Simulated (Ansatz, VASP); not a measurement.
**Cd2S in VASP and in Ansatz**

```xyz
3
Lattice="5.2000 0.0000 0.0000 0.0000 5.2000 0.0000 0.0000 0.0000 3.7564" Properties=species:S:1:pos:R:3 pbc="T T T"
Cd    0.0000    2.6000    0.0000
Cd    2.6000    0.0000    0.0000
S     0.0000    0.0000    0.0000
```

Alike in both runs: task relaxation of cell and atoms; functional PBE; k mesh 10 × 10 × 12; occupations gaussian, width 0.1 eV; no spin polarisation.

|  | VASP | Ansatz |
| --- | --- | --- |
| version | VASP 6.6.1 | Ansatz 0.2.0 |
| potentials or method | VASP PAW PBE potentials, release 64 (Cd, S), cutoff 500 eV | scalar-relativistic, plane waves, PAW |
| valence electrons in the cell | 30 | 46 |

|  | VASP | Ansatz | Ansatz less VASP |
| --- | --- | --- | --- |
| gap on the k mesh at the Fermi level, each at its own relaxed structure (eV) | none | none | - |
| relaxed volume (Å³/atom) | 35.26 | 35.35 | +0.083 |
| relaxed length of the cell vector where the two differ most in proportion (Å) | 3.891 | 3.914 | +0.0226 |

A gap of «none» marks a metal or a gap that the smearing closes. VASP's potentials hold 30 valence electrons a cell and Ansatz's 46, so a difference there can come from the potentials and not from the codes.
